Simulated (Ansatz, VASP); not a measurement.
**Two plane-wave programs on Tl**

```
Tl
1.0
     0.00000    2.26764    2.26764
     2.26764    0.00000    2.26764
     2.26764    2.26764    0.00000
Tl
1
Direct
  0.00000 0.00000 0.00000
```

Alike in both runs: task relaxation of cell and atoms; functional PBEsol; k mesh 8 × 8 × 8; occupations gaussian, width 0.1 eV; no spin polarisation.

|  | VASP | Ansatz |
| --- | --- | --- |
| version | VASP 6.6.1 | Ansatz 0.2.0 |
| potentials or method | VASP PAW PBE potentials, release 64 (Tl_d), cutoff 600 eV | scalar-relativistic, plane waves, PAW |
| valence electrons in the cell | 13 | 13 |

VASP gave:

| Quantity | Value |
| --- | --- |
| gap on the k mesh at the Fermi level, each at its own relaxed structure (eV) | none |
| relaxed volume (Å³/atom) | 28.34 |
| relaxed cell length with the largest relative difference (Å) | 3.422 |

Task: Which values does Ansatz return?

Result: gap on the k mesh at the Fermi level, each at its own relaxed structure (eV): none; relaxed volume (Å³/atom): 28.52; relaxed cell length with the largest relative difference (Å): 3.430.

VASP's potentials were made for PBE, not for PBEsol. A gap of «none» marks a metal or a gap that the smearing closes.

Spin-orbit coupling is off throughout. Noted on VASP's run: the volume moved by over 15 % at a fixed basis, so the end points are rough.
